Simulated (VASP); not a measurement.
# BaTe (Pm-3m) in VASP: a series of runs

The runs below take BaTe through single point, with PBE-based screened hybrid with 30 % exact exchange, HSE06.

Program: VASP 6.6.1. These are calculated values, not measurements. Logs are shortened: lines on timing, memory, paths and dates and some standing lists are left out, and cuts for length are marked.

## 1. The cell of the first run

Symmetry: Pm-3m, No. 221, cubic system. The conventional cell has a = 4.245 Å, b = 4.245 Å, c = 4.245 Å, α = 90.00°, β = 90.00°, γ = 90.00°. Within 4.8 Å of Ba (site symmetry m-3m) lie 8 Te at 3.68 Å and 6 Ba at 4.24 Å. Within 4.8 Å of Te (site symmetry m-3m) lie 8 Ba at 3.68 Å and 6 Te at 4.24 Å.

## 2. Single point, PBE-based screened hybrid with 30 % exact exchange

POSCAR

```
BaTe
1.0
    4.2448181589      0.0000000000      0.0000000000
    0.0000000000      4.2448181589      0.0000000000
    0.0000000000      0.0000000000      4.2448181589
Ba Te
1 1
Direct
    0.0000000000      0.0000000000      0.0000000000
    0.5000000000      0.5000000000      0.5000000000
```

INCAR.step1

```
PREC = Accurate
ENCUT = 520
EDIFF = 1E-5
ISMEAR = 0
SIGMA = 0.01
LREAL = F
LASPH = T
NELM = 100
ALGO = Normal
ISIF = 2
LWAVE = T
LCHARG = F
NBANDS = 15
GGA = PE
```

INCAR.step2

```
PREC = Accurate
ENCUT = 520
EDIFF = 1E-7
ISMEAR = 0
SIGMA = 0.01
LREAL = F
LASPH = T
NELM = 100
ALGO = Normal
ISIF = 2
LWAVE = F
LCHARG = F
GGA = PE
LHFCALC = T
AEXX = 0.3
HFSCREEN = 0.2078
PRECFOCK = Normal
NBANDS = 15
ISTART = 1
```

KPOINTS

```
Automatic mesh
0
Gamma
  4 4 4
```

Potentials or basis: VASP PAW PBE potentials, release 64 (Ba_sv, Te).

On the command line:

```sh
> cat potpaw_PBE.64/Ba_sv/POTCAR potpaw_PBE.64/Te/POTCAR > POTCAR
> cp INCAR.step1 INCAR
> mpirun -np 1 vasp_std > vasp.out
> cp INCAR.step2 INCAR
> mpirun -np 1 vasp_std > vasp.out
```

OUTCAR:

```text
PREC = Accurate
   ENCUT = 520
   EDIFF = 1E-7
   ISMEAR = 0
   LREAL = F
   LASPH = T
   NELM = 100
   ISIF = 2
   GGA = PE
   LHFCALC = T
   AEXX = 0.3
   HFSCREEN = 0.2078
   PRECFOCK = Normal
   ISTART = 1

 ion  position               nearest neighbor table
   1  0.000  0.000  0.000-   2 3.68   2 3.68   2 3.68   2 3.68   2 3.68   2 3.68   2 3.68   2 3.68

   2  0.500  0.500  0.500-   1 3.68   1 3.68   1 3.68   1 3.68   1 3.68   1 3.68   1 3.68   1 3.68

  LATTYP: Found a simple cubic cell.
 ALAT       =     4.2448181589

  Lattice vectors:

 A1 = (   4.2448181589,   0.0000000000,   0.0000000000)
 A2 = (   0.0000000000,   4.2448181589,   0.0000000000)
 A3 = (   0.0000000000,   0.0000000000,   4.2448181589)

Analysis of symmetry for initial positions (statically):
=====================================================================
 Subroutine PRICEL returns:
 Original cell was already a primitive cell.

 Routine SETGRP: Setting up the symmetry group for a
 simple cubic supercell.

 Subroutine GETGRP returns: Found 48 space group operations
 (whereof 48 operations were pure point group operations)
 out of a pool of 48 trial point group operations.

The static configuration has the point symmetry O_h .

Analysis of symmetry for dynamics (positions and initial velocities):
=====================================================================
 Subroutine PRICEL returns:
 Original cell was already a primitive cell.

 Routine SETGRP: Setting up the symmetry group for a
 simple cubic supercell.

 Subroutine GETGRP returns: Found 48 space group operations
 (whereof 48 operations were pure point group operations)
 out of a pool of 48 trial point group operations.

The dynamic configuration has the point symmetry O_h .

 Subroutine INISYM returns: Found 48 space group operations
 (whereof 48 operations are pure point group operations),
 and found     1 'primitive' translations

----------------------------------------------------------------------------------------

                                     Primitive cell

  volume of cell :      76.4852

  direct lattice vectors                    reciprocal lattice vectors
     4.244818159  0.000000000  0.000000000     0.235581352  0.000000000  0.000000000
     0.000000000  4.244818159  0.000000000     0.000000000  0.235581352  0.000000000
     0.000000000  0.000000000  4.244818159     0.000000000  0.000000000  0.235581352

  length of vectors
     4.244818159  4.244818159  4.244818159     0.235581352  0.235581352  0.235581352

  position of ions in fractional coordinates (direct lattice)
     0.000000000  0.000000000  0.000000000
     0.500000000  0.500000000  0.500000000

  ion indices of the primitive-cell ions
   primitive index   ion index
                 1           1
                 2           2

----------------------------------------------------------------------------------------

 KPOINTS: Automatic mesh

Automatic generation of k-mesh.
 Grid dimensions read from file:
 generate k-points for:    4    4    4

 Generating k-lattice:

  Cartesian coordinates                     Fractional coordinates (reciprocal lattice)
     0.058895338  0.000000000  0.000000000     0.250000000  0.000000000  0.000000000
     0.000000000  0.058895338  0.000000000     0.000000000  0.250000000  0.000000000
     0.000000000  0.000000000  0.058895338     0.000000000  0.000000000  0.250000000

  Length of vectors
     0.058895338  0.058895338  0.058895338

  Shift w.r.t. Gamma in fractional coordinates (k-lattice)
     0.000000000  0.000000000  0.000000000

 Subroutine IBZKPT returns following result:
 ===========================================

 Found     10 irreducible k-points:

 Following reciprocal coordinates:
            Coordinates               Weight
  0.000000  0.000000  0.000000      1.000000
  0.250000  0.000000  0.000000      6.000000
  0.500000  0.000000  0.000000      3.000000
  0.250000  0.250000  0.000000     12.000000
  0.500000  0.250000  0.000000     12.000000
  0.500000  0.500000  0.000000      3.000000
  0.250000  0.250000  0.250000      8.000000
  0.500000  0.250000  0.250000     12.000000
  0.500000  0.500000  0.250000      6.000000
  0.500000  0.500000  0.500000      1.000000
   k-points           NKPTS =     10   k-points in BZ     NKDIM =     64   number of bands    NBANDS=     15
   number of dos      NEDOS =    301   number of ions     NIONS =      2
   total plane-waves  NPLWV =  32768
   dimension x,y,z NGX =    32 NGY =   32 NGZ =   32
   dimension x,y,z NGXF=    64 NGYF=   64 NGZF=   64
   ions per type =               1   1
   NGX,Y,Z   is equivalent  to a cutoff of  12.53, 12.53, 12.53 a.u.
   NGXF,Y,Z  is equivalent  to a cutoff of  25.07, 25.07, 25.07 a.u.
 SYSTEM =  unknown system
   PREC   = accura    normal or accurate (medium, high low for compatibility)
   ISTART =      1    job   : 0-new  1-cont  2-samecut
   ICHARG =      0    charge: 1-file 2-atom 10-const
   ISPIN  =      1    spin polarized calculation?
   LNONCOLLINEAR =      F non collinear calculations
   LSORBIT =      F    spin-orbit coupling
   LASPH  =      T    aspherical Exc in radial PAW
   ENCUT  =  520.0 eV  38.22 Ry    6.18 a.u.   7.89  7.89  7.89*2*pi/ulx,y,z
   NELM   =    100;   NELMIN=  2; NELMDL=  0     # of ELM steps
   EDIFF  = 0.1E-06   stopping-criterion for ELM
   LREAL  =      F    real-space projection
   EDIFFG = 0.1E-05   stopping-criterion for IOM
   NSW    =      0    number of steps for IOM
   IBRION =     -1    ionic relax: 0-MD 1-quasi-New 2-CG
   NFREE  =      0    steps in history (QN), initial steepest desc. (CG)
   ISIF   =      2    stress and relaxation
   ISYM   =      3    0-nonsym 1-usesym 2-fastsym
   POTIM  = 0.5000    time-step for ionic-motion
   TEBEG  =    0.0;   TEEND  =   0.0 temperature during run
   PSTRESS=    0.0 pullay stress
   NELECT =      16.0000    total number of electrons
   NUPDOWN=      -1.0000    fix difference up-down
   EMIN   =  10.00;   EMAX   =-10.00  energy-range for DOS
   EFERMI =   0.00;   METHOD = LEGACY
   ISMEAR =     0;   SIGMA  =   0.01  broadening in eV -4-tet -1-fermi 0-gaus
   EFERMI_NEDOS =   21; number of points for ismear=-14 and -15
   IALGO  =     38    algorithm
   IMIX   =      1    mixing-type and parameters
     AMIX     =   0.40;   BMIX     =  1.00
     AMIX_MAG =   1.60;   BMIX_MAG =  1.00
  volume/ion in A,a.u.               =      38.24       258.07
  Fermi-wavevector in a.u.,A,eV,Ry     =   0.971827  1.836487 12.849998  0.944448
  Thomas-Fermi vector in A             =   2.102076
   LORBIT       =      0    0 simple, 1 ext, 2 COOP (PROOUT), +10 PAW based schemes
   GGA     = PE    functional components
   LHFCALC =     T    Hartree Fock is set to
   PRECFOCK=normal    Normal, Fast or Accurate (Low or Medium for compatibility)
   ENCUT4O =  -1.0   cutoff for four orbital integrals eV
   NKREDX  =     1    reduce k-point grid by
   NKREDY  =     1    reduce k-point grid by
   NKREDZ  =     1    reduce k-point grid by
   AEXX    =    0.3000 exact exchange contribution
   HFSCREEN=    0.2078 screening length (either q_TF or 0.3 A-1)
   HFSCREENC=   0.2078 screening length for correlation (either q_TF or 0.3 A-1)
   ENCUTFOCK=  -1.0 apply spherical cutoff to Coloumb kernel
   IVDW    =     0    specifies the selected vdW correction
   LEPSILON=     F    determine dielectric tensor
   LRPA    =     F    only Hartree local field effects (RPA)
 non-spin polarized calculation
 Gauss-broadening in eV      SIGMA  =   0.01
  energy-cutoff  :      520.00
  volume of cell :       76.49
 maximum number of plane-waves:      2103
 NGX is ok and might be reduce to    32
  NGX = 24; NGY = 24; NGZ = 24

 number of electron      15.9999999 magnetization

 Free energy of the ion-electron system (eV)
  ---------------------------------------------------
  ext. energy  EPLUGINS =         0.00000000
  ---------------------------------------------------
  free energy    TOTEN  =        -9.69252708 eV

  energy without entropy =       -9.69252708  energy(sigma->0) =       -9.69252708

 E-fermi :   3.5210     XC(G=0):  -7.0895

 val. band max:        3.3864739628   @ k =   0.5000   0.5000   0.0000
 cond. band min:       4.9705235326   @ k =   0.0000   0.0000   0.0000
 fundamental gap:      1.5840495698
 Fermi energy:         3.5210198493

 k-point     1 :       0.0000    0.0000    0.0000
  band No.  band energies     occupation
      1     -27.1507      2.00000
      2     -10.9086      2.00000
      3     -10.9086      2.00000
      4     -10.9086      2.00000
      5      -8.1471      2.00000
      6       2.9526      2.00000
      7       2.9526      2.00000
      8       2.9526      2.00000
      9       4.9705      0.00000
     10       4.9705      0.00000
     11       6.6642      0.00000
     12       9.0706      0.00000
     13       9.0707      0.00000
     14       9.0707      0.00000
     15      13.0478      0.00000

 k-point     2 :       0.2500    0.0000    0.0000
  band No.  band energies     occupation
      1     -27.1351      2.00000
      2     -11.2682      2.00000
      3     -10.8774      2.00000
      4     -10.8774      2.00000
      5      -7.6805      2.00000
      6       0.8945      2.00000
      7       2.7000      2.00000
      8       2.7000      2.00000
      9       5.3601      0.00000
     10       6.6585      0.00000
     11       8.5608      0.00000
     12       9.2935      0.00000
     13       9.3550      0.00000
     14       9.3550      0.00000
     15      10.6073      0.00000

 k-point     3 :       0.5000    0.0000    0.0000
  band No.  band energies     occupation
      1     -27.1195      2.00000
      2     -11.5668      2.00000
      3     -10.8457      2.00000
      4     -10.8457      2.00000
      5      -7.2202      2.00000
      6      -0.3908      2.00000
      7       2.4525      2.00000
      8       2.4525      2.00000
      9       5.9372      0.00000
     10       9.0848      0.00000
     11       9.2890      0.00000
     12       9.5403      0.00000
     13       9.5584      0.00000
     14      10.1513      0.00000
     15      10.1513      0.00000

 k-point     4 :       0.2500    0.2500    0.0000
  band No.  band energies     occupation
      1     -27.1200      2.00000
      2     -11.2415      2.00000
      3     -11.1086      2.00000
      4     -10.8516      2.00000
      5      -7.5015      2.00000
      6       0.8834      2.00000
      7       1.6554      2.00000
      8       2.7845      2.00000
      9       6.0813      0.00000
     10       7.3949      0.00000
     11       7.7025      0.00000
     12       7.9894      0.00000
     13       9.7977      0.00000
     14      10.7625      0.00000
     15      11.6920      0.00000
[... 55 lines left out ...]
 k-point     8 :       0.5000    0.2500    0.2500
  band No.  band energies     occupation
      1     -27.0906      2.00000
      2     -11.3462      2.00000
      3     -11.0625      2.00000
      4     -11.0219      2.00000
      5      -7.3055      2.00000
      6       0.4464      2.00000
      7       1.0624      2.00000
      8       2.0296      2.00000
      9       6.8168      0.00000
     10       7.0093      0.00000
     11       7.4058      0.00000
     12      10.2174      0.00000
     13      10.4687      0.00000
     14      11.0990      0.00000
     15      11.7250      0.00000

 k-point     9 :       0.5000    0.5000    0.2500
  band No.  band energies     occupation
      1     -27.0763      2.00000
      2     -11.2469      2.00000
      3     -11.2469      2.00000
      4     -11.0025      2.00000
      5      -7.2721      2.00000
      6       0.5669      2.00000
      7       0.5669      2.00000
      8       1.3819      2.00000
      9       6.5656      0.00000
     10       7.9967      0.00000
     11       7.9967      0.00000
     12       9.3494      0.00000
     13      11.0274      0.00000
     14      11.6340      0.00000
     15      12.2071      0.00000

 k-point    10 :       0.5000    0.5000    0.5000
  band No.  band energies     occupation
      1     -27.0626      2.00000
      2     -11.1907      2.00000
      3     -11.1907      2.00000
      4     -11.1907      2.00000
      5      -7.0271      2.00000
      6       0.1385      2.00000
      7       0.1385      2.00000
      8       0.1385      2.00000
      9       9.0684      0.00000
     10       9.0684      0.00000
     11       9.0684      0.00000
     12      11.0195      0.00000
     13      11.0195      0.00000
     14      11.0198      0.00000
     15      11.1187      0.00000

------------------------ aborting loop because EDIFF is reached ----------------------------------------

  FORCE on cell =-STRESS in cart. coord.  units (eV):
  Direction    XX          YY          ZZ          XY          YZ          ZX
  --------------------------------------------------------------------------------------
  -------------------------------------------------------------------------------------
  Total       -0.0518682     -0.0518682     -0.0518682     -0.0000000     -0.0000000     -0.0000000
  in kB       -1.0865116     -1.0865116     -1.0865116     -0.0000000     -0.0000000     -0.0000000
  external PRESSURE =      -1.0865116 kB  Pullay stress =       0.0000000 kB

 VOLUME and BASIS-vectors are now :
 -----------------------------------------------------------------------------
  energy-cutoff  :      520.00
  volume of cell :       76.49
      direct lattice vectors                 reciprocal lattice vectors
     4.244818159  0.000000000  0.000000000     0.235581352  0.000000000  0.000000000
     0.000000000  4.244818159  0.000000000     0.000000000  0.235581352  0.000000000
     0.000000000  0.000000000  4.244818159     0.000000000  0.000000000  0.235581352

 POSITION                                       TOTAL-FORCE (eV/Angst)
 -----------------------------------------------------------------------------------
      0.00000      0.00000      0.00000         0.000000      0.000000      0.000000
      2.12241      2.12241      2.12241         0.000000      0.000000      0.000000
 -----------------------------------------------------------------------------------
    total drift:                               -0.000001      0.000001     -0.000002

  FREE ENERGIE OF THE ION-ELECTRON SYSTEM (eV)
  ---------------------------------------------------
  free  energy   TOTEN  =        -9.6925270781 eV

  energy  without entropy=       -9.6925270781  energy(sigma->0) =       -9.69252708
```

Run time: 13 min. Hardware: 1 thread of Intel Xeon 8259CL, shared host; peak memory 0.3 GiB.

Results:

| Item | Value |
| --- | --- |
| Free energy | -9.6925 eV |
| Pressure | -0.1 GPa |
| Band gap on the k mesh | 1.58 eV (least direct gap 1.80 eV) |

Caveat: the PAW data sets were made with another functional, which shifts forces and pressure a little; spin-orbit coupling is left out, which moves the levels of the heavy elements. A k mesh can miss the band edges.

(Continued in part 2 of 2.)
